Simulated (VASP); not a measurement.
## LaCuAsSe: single point with PBE0

The system is LaCuAsSe.

```
Cu La Se As
1.0
     4.30883    0.00000    0.00000
     0.00000    4.30883    0.00000
     0.00000    0.00000    9.32034
Cu La Se As
2 2 2 2
Direct
  0.25000 0.75000 0.50000
  0.75000 0.25000 0.50000
  0.25000 0.25000 0.13980
  0.75000 0.75000 0.86020
  0.25000 0.25000 0.66980
  0.75000 0.75000 0.33020
  0.25000 0.75000 0.00000
  0.75000 0.25000 0.00000
```

```
Program             : VASP 6.6.1
Task                : single point
Functional          : PBE0
Potentials or basis : VASP PAW PBE potentials, release 64 (Cu, La, Se, As)
Cutoff              : 520 eV
k mesh              : 3 × 3 × 1
Occupations         : methfessel-paxton, width 0.0703 eV
Spin                : no spin polarisation
```

```json
{"Pressure": "17.3 GPa", "Largest force": "8.793 eV/Å", "Band gap on the k mesh": "zero (bands 33 and 34 overlap by 0.68 eV)"}
```

Forces on the atoms (eV/Å):
```
Cu   0.000  0.000  0.000
Cu   0.000  0.000  0.000
La   0.000  0.000  8.793
La   0.000  0.000 -8.793
Se   0.000  0.000 -0.776
Se   0.000  0.000  0.776
As   0.000  0.000  0.000
As   0.000  0.000  0.000
```

Stress tensor (GPa, compression positive):
```
18.24  0.00  0.00
 0.00 18.24  0.00
 0.00  0.00 15.41
```

Levels at points of the mesh, in eV from the Fermi level:
| k point | band 30 | band 31 | band 32 | band 33 | band 34 | band 35 | band 36 | band 37 |
| --- | --- | --- | --- | --- | --- | --- | --- | --- |
| (0.00, 0.00, 0.00) | -1.71 | -1.71 | -0.80 | 0.70 | 0.70 | 1.34 | 2.29 | 2.52 |

Run time: 10 min on 1 thread of AMD EPYC 7R13 Processor (Zen 3), with other jobs on the host, peak memory 0.26 GiB.

Caveat: the k points lie up to 0.67 Å⁻¹ apart, too coarse for converged energies and pressures of a metal; the PAW data sets were made with another functional, which shifts forces and pressure a little; spin-orbit coupling is left out, which moves the levels of the heavy elements.
